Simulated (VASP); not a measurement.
Crystal: S.

```xyz
1
Lattice="3.1552 0.0000 0.0000 0.0000 3.1552 0.0000 0.0000 0.0000 3.2328" Properties=species:S:1:pos:R:3 pbc="T T T"
S     0.0000    0.0000    0.0000
```

- Program: VASP 6.6.1
- Task: relaxation of cell and atoms
- Functional: PBE
- Potentials or basis: VASP PAW PBE potentials, release 64 (S)
- Cutoff: 600 eV
- k mesh: 6 × 6 × 6
- Occupations: gaussian, width 0.1 eV
- Spin: no spin polarisation

At the start: pressure -11.8 GPa; volume 32.18 Å³/atom.

Task: Where does the relaxation end?

Result: Over 29 steps the energy falls by 1254.5 meV/atom and the volume is 25.15 Å³/atom (-21.9 %); space group P4/mmm (No. 123, to 0.05 Å).

The path:
| step | energy change (eV) | largest force (eV/Å) | pressure (GPa) | volume (Å³) |
| --- | --- | --- | --- | --- |
| 1 | 0.0000 | 0.0000 | -11.83 | 32.18 |
| 2 | -0.7908 | 0.0000 | -12.19 | 22.34 |
| 3 | 5.4617 | 0.0000 | 434.08 | 6.53 |
| 4 | -0.9271 | 0.0000 | -10.15 | 20.44 |
| 5 | -1.0152 | 0.0000 | 10.16 | 15.38 |
| 6 | -1.0575 | 0.0000 | -1.94 | 17.40 |
| 7 | -1.0604 | 0.0000 | -0.15 | 17.01 |
| 8 | -1.0599 | 0.0000 | 1.05 | 16.77 |
| 9 | -1.0653 | 0.0000 | -0.28 | 17.07 |
| 10 | -1.0700 | 0.0000 | -2.02 | 17.57 |
| 11 | -1.0727 | 0.0000 | -2.10 | 17.59 |
| 12 | -1.0898 | 0.0000 | -2.39 | 17.66 |
| 13 | -1.1311 | 0.0000 | -1.93 | 17.78 |
| 14 | -1.1840 | 0.0000 | 1.70 | 17.94 |
| 15 | -1.0860 | 0.0000 | 16.94 | 17.92 |
| 16 | -1.1948 | 0.0000 | 4.84 | 17.98 |
| 17 | -1.1962 | 0.0000 | 5.07 | 18.06 |
| 18 | -1.1962 | 0.0000 | 5.68 | 18.25 |
| 19 | -1.1967 | 0.0000 | 5.38 | 18.16 |
| 20 | -1.1994 | 0.0000 | 5.00 | 18.26 |
| 21 | -1.2061 | 0.0000 | 3.93 | 18.56 |
| 22 | -1.2155 | 0.0000 | 2.04 | 19.16 |
| 23 | -1.2224 | 0.0000 | -0.99 | 20.40 |
| 24 | -1.2248 | 0.0000 | -0.95 | 20.59 |
| 25 | -1.2316 | 0.0000 | -0.80 | 21.14 |
| 26 | -1.2443 | 0.0000 | -0.39 | 22.22 |
| 27 | -1.2534 | 0.0000 | 0.75 | 24.33 |
| 28 | -1.2542 | 0.0000 | -0.51 | 25.56 |
| 29 | -1.2545 | 0.0000 | -0.11 | 25.15 |

Final structure:
```xyz
1
Lattice="2.3608 0.0000 0.0000 0.0000 2.3608 0.0000 0.0000 0.0000 4.5127" Properties=species:S:1:pos:R:3 pbc="T T T"
S     0.0000    0.0000    0.0000
```

Caveat: the volume moved by over 15 % at a fixed basis, so the end points are rough.
